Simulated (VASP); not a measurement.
Wanted: the native input for a VASP 6.6.1 run.

```yaml
Task: single point
Functional: PBEsol
Potentials_or_basis: VASP PAW PBE potentials, release 64 (Y_sv, Zn)
Cutoff: 520 eV
k_mesh: 9 × 9 × 9
Occupations: fermi-dirac, width 0.1 eV
Spin: no spin polarisation
Dipole_correction: no
Further_INCAR_settings: ALGO = Normal; EDIFF = 1e-06; NBANDS = 18
```

The structure of YZn lies in POSCAR:

```
YZn
1.0
    3.5600000000      0.0000000000      0.0000000000
    0.0000000000      3.5600000000      0.0000000000
    0.0000000000      0.0000000000      3.5600000000
Y Zn
1 1
Direct
    0.0000000000      0.0000000000      0.0000000000
    0.5000000000      0.5000000000      0.5000000000
```

These files were run (other wordings do the same):

INCAR

```
  PREC = Accurate
  ENCUT = 520
  EDIFF = 1E-6
  ISMEAR = -1
  SIGMA = 0.1
  LREAL = F
  LASPH = T
  NELM = 100
  ALGO = Normal
  ISIF = 2
  LWAVE = F
  LCHARG = T
  GGA = PS
  LELF = T
  LVHAR = T
  NBANDS = 18
```

KPOINTS

```
regular mesh
0
Gamma
  9 9 9
```

Potentials or basis: VASP PAW PBE potentials, release 64 (Y_sv, Zn).

Command:

```bash
$ cat potpaw_PBE.64/Y_sv/POTCAR potpaw_PBE.64/Zn/POTCAR > POTCAR
$ mpirun -np 1 vasp_std > vasp.out
```

Results of the run:

| Property | Result |
| --- | --- |
| Pressure | -2.1 GPa |

Caveat: the PAW data sets were made with another functional, which shifts forces and pressure a little.

Run time: 53 s on 1 thread of Intel Xeon 8259CL, on a shared host, peak memory 0.19 GiB.
